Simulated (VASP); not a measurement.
# Ge3SbSe (P4/mmm) in VASP: further runs

The runs below take Ge3SbSe through single point, relaxation of cell and atoms, with PBE.

Everything below comes from runs of VASP 6.6.1. Logs are shortened: lines on timing, memory, paths and dates and some standing lists are left out, and cuts for length are marked.

## Step 1: The cell of the first run

The structure is tetragonal, space group P4/mmm (No. 123). Conventional cell: a = 4.876 Å, b = 4.876 Å, c = 4.810 Å, α = 90.00°, β = 90.00°, γ = 90.00°. Within 3.2 Å of Ge (site symmetry mmm) lie 2 Ge at 2.44 Å. Ge (site symmetry 4/mmm) has 2 Sb at 2.41 Å and 4 Ge at 2.44 Å within 3.2 Å. Sb (site symmetry 4/mmm) has 2 Ge at 2.41 Å within 3.2 Å. Within 4.5 Å of Se (site symmetry 4/mmm) lie 16 Ge at 3.42 to 4.20 Å and 4 Sb at 3.45 Å.

## Step 2: Single point, PBE

Contents of INCAR:

```
ALGO = Normal
EDIFF = 1E-7
ENCUT = 520
GGA = PE
ISIF = 2
ISMEAR = 0
LASPH = T
LCHARG = F
LREAL = F
LWAVE = F
NBANDS = 34
NELM = 80
PREC = Accurate
SIGMA = 0.1
```

Contents of KPOINTS:

```
k-points
0
Gamma
  4 4 4
```

Contents of POSCAR:

```
Ge3SbSe
1.0
    4.8756573200      0.0000000000      0.0000000000
    0.0000000000      4.8756573200      0.0000000000
    0.0000000000      0.0000000000      4.8104917400
Ge Sb Se
3 1 1
Direct
    0.0000000000      0.5000000000      0.0000000000
    0.5000000000      0.0000000000      0.0000000000
    0.0000000000      0.0000000000      0.0000000000
    0.0000000000      0.0000000000      0.5000000000
    0.5000000000      0.5000000000      0.5000000000
```

Potentials or basis: VASP PAW PBE potentials, release 64 (Ge_d, Sb, Se).

On the command line:

```console
> cat potpaw_PBE.64/Ge_d/POTCAR potpaw_PBE.64/Sb/POTCAR potpaw_PBE.64/Se/POTCAR > POTCAR
> mpirun -np 1 vasp_std > vasp.out
```

OUTCAR:

```text
EDIFF = 1E-7
   ENCUT = 520
   GGA = PE
   ISIF = 2
   ISMEAR = 0
   LASPH = T
   LREAL = F
   NELM = 80
   PREC = Accurate

 ion  position               nearest neighbor table
   1  0.000  0.500  0.000-   3 2.44   3 2.44
   2  0.500  0.000  0.000-   3 2.44   3 2.44
   3  0.000  0.000  0.000-   4 2.41   4 2.41   1 2.44   2 2.44   1 2.44   2 2.44
   4  0.000  0.000  0.500-   3 2.41   3 2.41
   5  0.500  0.500  0.500-

  LATTYP: Found a simple tetragonal cell.
 ALAT       =     4.8756573200
 C/A-ratio  =     0.9866345037

  Lattice vectors:

 A1 = (   4.8756573200,   0.0000000000,   0.0000000000)
 A2 = (   0.0000000000,   4.8756573200,   0.0000000000)
 A3 = (   0.0000000000,   0.0000000000,   4.8104917400)

Analysis of symmetry for initial positions (statically):
=====================================================================
 Subroutine PRICEL returns:
 Original cell was already a primitive cell.

 Routine SETGRP: Setting up the symmetry group for a
 simple tetragonal supercell.

 Subroutine GETGRP returns: Found 16 space group operations
 (whereof 16 operations were pure point group operations)
 out of a pool of 16 trial point group operations.

The static configuration has the point symmetry D_4h.

Analysis of symmetry for dynamics (positions and initial velocities):
=====================================================================
 Subroutine PRICEL returns:
 Original cell was already a primitive cell.

 Routine SETGRP: Setting up the symmetry group for a
 simple tetragonal supercell.

 Subroutine GETGRP returns: Found 16 space group operations
 (whereof 16 operations were pure point group operations)
 out of a pool of 16 trial point group operations.

The dynamic configuration has the point symmetry D_4h.

 Subroutine INISYM returns: Found 16 space group operations
 (whereof 16 operations are pure point group operations),
 and found     1 'primitive' translations

----------------------------------------------------------------------------------------

                                     Primitive cell

  volume of cell :     114.3552

  direct lattice vectors                    reciprocal lattice vectors
     4.875657320  0.000000000  0.000000000     0.205100550  0.000000000  0.000000000
     0.000000000  4.875657320  0.000000000     0.000000000  0.205100550  0.000000000
[... 83 lines left out ...]
   NELM   =     80;   NELMIN=  2; NELMDL= -5     # of ELM steps
   EDIFF  = 0.1E-06   stopping-criterion for ELM
   LREAL  =      F    real-space projection
   EDIFFG = 0.1E-05   stopping-criterion for IOM
   NSW    =      0    number of steps for IOM
   IBRION =     -1    ionic relax: 0-MD 1-quasi-New 2-CG
   NFREE  =      0    steps in history (QN), initial steepest desc. (CG)
   ISIF   =      2    stress and relaxation
   ISYM   =      2    0-nonsym 1-usesym 2-fastsym
   POTIM  = 0.5000    time-step for ionic-motion
   TEBEG  =    0.0;   TEEND  =   0.0 temperature during run
   PSTRESS=    0.0 pullay stress
   NELECT =      53.0000    total number of electrons
   NUPDOWN=      -1.0000    fix difference up-down
   EMIN   =  10.00;   EMAX   =-10.00  energy-range for DOS
   EFERMI =   0.00;   METHOD = LEGACY
   ISMEAR =     0;   SIGMA  =   0.10  broadening in eV -4-tet -1-fermi 0-gaus
   EFERMI_NEDOS =   21; number of points for ismear=-14 and -15
   IALGO  =     38    algorithm
   IMIX   =      4    mixing-type and parameters
     AMIX     =   0.40;   BMIX     =  1.00
     AMIX_MAG =   1.60;   BMIX_MAG =  1.00
  volume/ion in A,a.u.               =      22.87       154.34
  Fermi-wavevector in a.u.,A,eV,Ry     =   1.266917  2.394126 21.838423  1.605079
  Thomas-Fermi vector in A             =   2.400093
   LORBIT       =      0    0 simple, 1 ext, 2 COOP (PROOUT), +10 PAW based schemes
   GGA     = PE    functional components
   LHFCALC =     F    Hartree Fock is set to
   AEXX    =    0.0000 exact exchange contribution
   IVDW    =     0    specifies the selected vdW correction
   LEPSILON=     F    determine dielectric tensor
   LRPA    =     F    only Hartree local field effects (RPA)
 non-spin polarized calculation
 Gauss-broadening in eV      SIGMA  =   0.10
  energy-cutoff  :      520.00
  volume of cell :      114.36
 maximum number of plane-waves:      3096
   NGX = 19   NGY = 19   NGZ = 17

 number of electron      52.9999905 magnetization

 Free energy of the ion-electron system (eV)
  ---------------------------------------------------
  ext. energy  EPLUGINS =         0.00000000
  ---------------------------------------------------
  free energy    TOTEN  =       -17.07628053 eV

  energy without entropy =      -17.05723773  energy(sigma->0) =      -17.06675913

 E-fermi :   6.0752     XC(G=0): -10.2467

 val. band max:        6.0441801078   @ k =   0.5000   0.0000   0.0000
 cond. band min:       6.0974959141   @ k =   0.5000   0.2500   0.0000
 fundamental gap:      0.0533158063
 Fermi energy:         6.0752169662

 k-point     1 :       0.0000    0.0000    0.0000
  band No.  band energies     occupation
      1     -19.4534      2.00000
      2     -19.3879      2.00000
      3     -19.2766      2.00000
      4     -19.2512      2.00000
      5     -19.2512      2.00000
      6     -19.1996      2.00000
[... 655 lines left out ...]
     33       9.6839      0.00000
     34       9.7744      0.00000

------------------------ aborting loop because EDIFF is reached ----------------------------------------

  FORCE on cell =-STRESS in cart. coord.  units (eV):
  Direction    XX          YY          ZZ          XY          YZ          ZX
  --------------------------------------------------------------------------------------
  -------------------------------------------------------------------------------------
  Total        4.3071395      4.3071395     14.8251363      0.0000000      0.0000000      0.0000000
  in kB       60.3453341     60.3453341    207.7081113      0.0000000      0.0000000      0.0000000
  external PRESSURE =     109.4662598 kB  Pullay stress =       0.0000000 kB

 VOLUME and BASIS-vectors are now :
 -----------------------------------------------------------------------------
  energy-cutoff  :      520.00
  volume of cell :      114.36
      direct lattice vectors                 reciprocal lattice vectors
     4.875657320  0.000000000  0.000000000     0.205100550  0.000000000  0.000000000
     0.000000000  4.875657320  0.000000000     0.000000000  0.205100550  0.000000000
     0.000000000  0.000000000  4.810491740     0.000000000  0.000000000  0.207878956

 POSITION                                       TOTAL-FORCE (eV/Angst)
 -----------------------------------------------------------------------------------
      0.00000      2.43783      0.00000         0.000000      0.000000      0.000000
      2.43783      0.00000      0.00000         0.000000      0.000000      0.000000
      0.00000      0.00000      0.00000         0.000000      0.000000      0.000000
      0.00000      0.00000      2.40525         0.000000      0.000000      0.000000
      2.43783      2.43783      2.40525         0.000000      0.000000      0.000000
 -----------------------------------------------------------------------------------
    total drift:                                0.000000      0.000000     -0.000000

  FREE ENERGIE OF THE ION-ELECTRON SYSTEM (eV)
  ---------------------------------------------------
  free  energy   TOTEN  =       -17.0762805349 eV

  energy  without entropy=      -17.0572377345  energy(sigma->0) =      -17.06675913
```

OSZICAR:

```text
N       E                     dE             d eps       ncg     rms          rms(c)
DAV:   1     0.495375429711E+03    0.49538E+03   -0.25149E+04  1412   0.342E+03
DAV:   2     0.706823281429E+02   -0.42469E+03   -0.41418E+03  1224   0.797E+02
DAV:   3    -0.125843603537E+02   -0.83267E+02   -0.82144E+02  1484   0.203E+02
DAV:   4    -0.172772283592E+02   -0.46929E+01   -0.46659E+01  1340   0.559E+01
DAV:   5    -0.173856014709E+02   -0.10837E+00   -0.10826E+00  1408   0.945E+00    0.516E+00
DAV:   6    -0.171325921720E+02    0.25301E+00   -0.38903E-01  1602   0.905E+00    0.287E+00
DAV:   7    -0.170771488215E+02    0.55443E-01   -0.20069E-01  1568   0.846E+00    0.763E-01
DAV:   8    -0.170763103786E+02    0.83844E-03   -0.39751E-02  1690   0.341E+00    0.309E-01
DAV:   9    -0.170758735904E+02    0.43679E-03   -0.61792E-03  1866   0.341E+00    0.884E-02
DAV:  10    -0.170762005154E+02   -0.32693E-03   -0.38757E-03  1644   0.107E+00    0.465E-02
DAV:  11    -0.170762617724E+02   -0.61257E-04   -0.64683E-04  1748   0.322E-01    0.116E-02
DAV:  12    -0.170762803669E+02   -0.18595E-04   -0.19892E-04  1410   0.270E-01    0.600E-03
DAV:  13    -0.170762801465E+02    0.22042E-06   -0.12002E-05  1576   0.154E-01    0.242E-03
DAV:  14    -0.170762804895E+02   -0.34299E-06   -0.67532E-06  1288   0.250E-02    0.718E-04
DAV:  15    -0.170762805349E+02   -0.45369E-07   -0.30291E-07   946   0.514E-03
   1 F= -.17076281E+02 E0= -.17066759E+02  d E =-.190428E-01
```

Wall time 26 s (1 thread of Intel Xeon 6975P-C (Granite Rapids), shared host); peak memory 0.24 GiB.

What came out:

| Quantity | Value |
| --- | --- |
| Free energy | -17.0763 eV |
| Pressure | 10.9 GPa |

Caveat: spin-orbit coupling is left out, which moves the levels of the heavy elements.

## Step 3: Single point, PBE

This run uses another cell than the first one, of 26.82 Å³/atom, 1.173 times its volume.

Contents of INCAR:

```
PREC = Accurate
ENCUT = 520
EDIFF = 1E-6
ISMEAR = 0
SIGMA = 0.1
LREAL = F
LASPH = T
NELM = 60
ALGO = Normal
ISIF = 2
LWAVE = F
LCHARG = F
GGA = PE
NBANDS = 34
```

Contents of KPOINTS:

```
Automatic mesh
0
Gamma
  4 4 4
```

Edit POSCAR of step 2 so:

```diff
@@ -2,5 +2,5 @@
 1.0
-    4.8756573200      0.0000000000      0.0000000000
-    0.0000000000      4.8756573200      0.0000000000
-    0.0000000000      0.0000000000      4.8104917400
+    5.0392081463      0.0000000000      0.0000000000
+    0.0000000000      5.0392081463      0.0000000000
+    0.0000000000      0.0000000000      5.2808217814
 Ge Sb Se
```

Potentials or basis: VASP PAW PBE potentials, release 64 (Ge_d, Sb, Se).

On the command line:

```console
> cat potpaw_PBE.64/Ge_d/POTCAR potpaw_PBE.64/Sb/POTCAR potpaw_PBE.64/Se/POTCAR > POTCAR
> mpirun -np 1 vasp_std > vasp.out
```

It took 35 s on 1 thread of Intel Xeon 6975P-C (Granite Rapids), shared host; peak memory 0.27 GiB.

The run converged. Its results:

* Free energy: -17.8419 eV
* Pressure: 0.1 GPa

Stress tensor (GPa, compression positive):
```
0.07 0.00 0.00
0.00 0.07 0.00
0.00 0.00 0.19
```

Levels at points of the mesh, in eV from the Fermi level:
| k point | band 24 | band 25 | band 26 | band 27 | band 28 | band 29 |
| --- | --- | --- | --- | --- | --- | --- |
| (0.00, 0.00, 0.00) | -1.88 | -1.88 | -1.78 | 0.72 | 0.72 | 0.96 |
| (0.50, 0.00, 0.00) | -2.31 | -1.30 | -0.79 | -0.04 | 0.36 | 0.80 |
| (0.50, 0.50, 0.00) | -2.25 | -1.79 | -0.56 | -0.56 | 0.97 | 0.97 |
| (0.00, 0.00, 0.50) | -2.71 | -1.39 | -0.38 | -0.03 | 0.67 | 0.67 |
| (0.50, 0.00, 0.50) | -2.21 | -1.81 | -1.04 | -0.32 | 0.54 | 0.83 |
| (0.50, 0.50, 0.50) | 0.72 | 0.82 | 0.84 | 0.84 | 1.56 | 1.78 |

Caveat: spin-orbit coupling is left out, which moves the levels of the heavy elements.

## Step 4: Relaxation of cell and atoms, PBE

Contents of INCAR:

```
PREC = Accurate
ENCUT = 600
EDIFF = 1E-6
ISMEAR = 0
SIGMA = 0.1
LREAL = F
LASPH = T
NELM = 100
ALGO = Normal
ISIF = 3
LWAVE = F
LCHARG = F
GGA = PE
IBRION = 2
NSW = 90
EDIFFG = -0.04
```

Contents of KPOINTS:

```
regular mesh
0
Gamma
  4 4 4
```

Edit POSCAR of step 3 so:

```diff
@@ -2,5 +2,5 @@
 1.0
-    5.0392081463      0.0000000000      0.0000000000
-    0.0000000000      5.0392081463      0.0000000000
-    0.0000000000      0.0000000000      5.2808217814
+    4.8756573200      0.0000000000      0.0000000000
+    0.0000000000      4.8756573200      0.0000000000
+    0.0000000000      0.0000000000      4.8104917400
 Ge Sb Se
```

On the command line:

```console
> cat potpaw_PBE.64/Ge_d/POTCAR potpaw_PBE.64/Sb/POTCAR potpaw_PBE.64/Se/POTCAR > POTCAR
> mpirun -np 1 vasp_std > vasp.out
```

Wall time 3.3 min (1 thread of Intel Xeon 6975P-C (Granite Rapids), shared host); peak memory 0.3 GiB.

It converged, with:

```yaml
Free_energy: -17.8411 eV
Relaxed_volume: 26.90 Å³/atom
Relaxed_cell: a = 5.043 Å, b = 5.043 Å, c = 5.288 Å, α = 90.00°, β = 90.00°, γ = 90.00°
Space_group_after_relaxing_to_0.05_Å: P4/mmm (No. 123)
Energy_gained_by_relaxing: 152.9 meV/atom
Ionic_steps: 9
Pressure_after_relaxing: -0.1 GPa
```

Step by step:
| step | energy change (eV) | largest force (eV/Å) | pressure (GPa) | volume (Å³) |
| --- | --- | --- | --- | --- |
| 1 | 0.0000 | 0.0000 | 11.00 | 114.36 |
| 2 | -0.6839 | 0.0000 | -2.12 | 141.94 |
| 3 | -0.7624 | 0.0000 | 0.22 | 133.29 |
| 4 | -0.7626 | 0.0000 | 0.22 | 133.68 |
| 5 | -0.7623 | 0.0000 | 0.09 | 134.09 |
| 6 | -0.7638 | 0.0000 | -0.03 | 134.74 |
| 7 | -0.7638 | 0.0000 | -0.16 | 135.01 |
| 8 | -0.7638 | 0.0000 | -0.14 | 134.94 |
| 9 | -0.7643 | 0.0000 | -0.09 | 134.50 |

Final structure:
```yaml
crystal:
  lattice:
    - [5.04333, 0.00000, 0.00000]
    - [0.00000, 5.04333, 0.00000]
    - [0.00000, 0.00000, 5.28801]
  atoms:
    - { symbol: Ge, position: [0.00000, 0.50000, 0.00000] }
    - { symbol: Ge, position: [0.50000, 0.00000, 0.00000] }
    - { symbol: Ge, position: [0.00000, 0.00000, 0.00000] }
    - { symbol: Sb, position: [0.00000, 0.00000, 0.50000] }
    - { symbol: Se, position: [0.50000, 0.50000, 0.50000] }
```

Levels at points of the mesh, in eV from the Fermi level:
| k point | band 23 | band 24 | band 25 | band 26 | band 27 | band 28 | band 29 | band 30 |
| --- | --- | --- | --- | --- | --- | --- | --- | --- |
| (0.00, 0.00, 0.00) | -3.88 | -1.88 | -1.88 | -1.77 | 0.72 | 0.72 | 0.95 | 2.40 |
| (0.50, 0.00, 0.00) | -2.45 | -2.30 | -1.30 | -0.79 | -0.04 | 0.36 | 0.79 | 0.84 |
| (0.50, 0.50, 0.00) | -2.81 | -2.24 | -1.79 | -0.56 | -0.56 | 0.97 | 0.97 | 1.50 |
| (0.00, 0.00, 0.50) | -2.70 | -2.70 | -1.39 | -0.39 | -0.03 | 0.66 | 0.66 | 1.28 |
| (0.50, 0.00, 0.50) | -2.23 | -2.20 | -1.80 | -1.03 | -0.32 | 0.53 | 0.83 | 1.03 |
| (0.50, 0.50, 0.50) | -3.77 | 0.71 | 0.81 | 0.84 | 0.84 | 1.55 | 1.77 | 2.76 |

Caveat: the volume moved by over 15 % at a fixed basis, so the end points are rough; spin-orbit coupling is left out, which moves the levels of the heavy elements.

## Step 5: Summary

| task | cell | cutoff (eV) | gap on the mesh (eV) | pressure (GPa) |
| --- | --- | --- | --- | --- |
| single point | a = 4.876, b = 4.876, c = 4.810 Å, 5 atoms | 520 | none | 10.9 |
| single point | a = 5.039, b = 5.039, c = 5.281 Å, 5 atoms | 520 | none | 0.1 |
| relaxation of cell and atoms | relaxed from a = 4.876, b = 4.876, c = 4.810 Å, 5 atoms | 600 | none | -0.1 |

Alike in all rows: level PBE; potentials or basis VASP PAW PBE potentials, release 64 (Ge_d, Sb, Se); no spin polarisation; k mesh 4 × 4 × 4; smearing gaussian 0.1 eV.

Caveats: spin-orbit coupling is left out, which moves the levels of the heavy elements; the volume moved by over 15 % at a fixed basis, so the end points are rough (some runs).

Absolute energies hang on the potentials; compare differences alone.
